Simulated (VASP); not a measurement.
Runs of VASP 6.6.1 on SnSe2. The structure is that of space group P-3m1 (No. 164), or close to it. The cells are those of the table. 

```csv
task,level,cell,cutoff (eV),gap on the mesh (eV),pressure (GPa),relaxed volume (Å³/atom),largest force (eV/Å)
single point,RPBE,"a = 3.916, b = 3.916, c = 8.288 Å, angles 90.0, 90.0, 120.0°, 3 atoms",520,0.84,0.0,-,0.01
relaxation of cell and atoms,RPBE,"relaxed from a = 3.811, b = 3.811, c = 6.136 Å, angles 90.0, 90.0, 120.0°, 3 atoms",600,(a),-0.1,(b),0.02
relaxation of cell and atoms,PBE,"relaxed from a = 3.811, b = 3.811, c = 6.136 Å, angles 90.0, 90.0, 120.0°, 3 atoms",600,0.70,0.1,30.20,0.01
single point,PBE,"a = 3.876, b = 3.876, c = 6.936 Å, angles 90.0, 90.0, 120.0°, 3 atoms",520,0.70,0.1,-,0.01
```

Alike in all rows: potentials or basis VASP PAW PBE potentials, release 64 (Sn_d, Se); no spin polarisation; k mesh 6 × 6 × 4; smearing gaussian 0.01 eV.

Task: Fill in the values left out.

Result: (a) 0.83; (b) 36.30.

Caveats: spin-orbit coupling is left out, which moves the levels of the heavy elements; this functional lacks dispersion, which binds the layers, so the pressure and a relaxed spacing across them are unreliable; the PAW data sets were made with another functional, which shifts forces and pressure a little (some runs); the volume moved by over 15 % at a fixed basis, so the end points are rough (some runs); the relaxation stopped at a loose force limit of 0.05 eV/Å, so its end isn't a converged minimum (some runs); the volume moved by +41 % from the deposited cell, more than functionals usually miss (some runs); the volume moved by +17 % from the deposited cell, more than functionals usually miss (some runs).

A k mesh can miss the band edges, and the runs leave out spin-orbit coupling on Se, Sn.
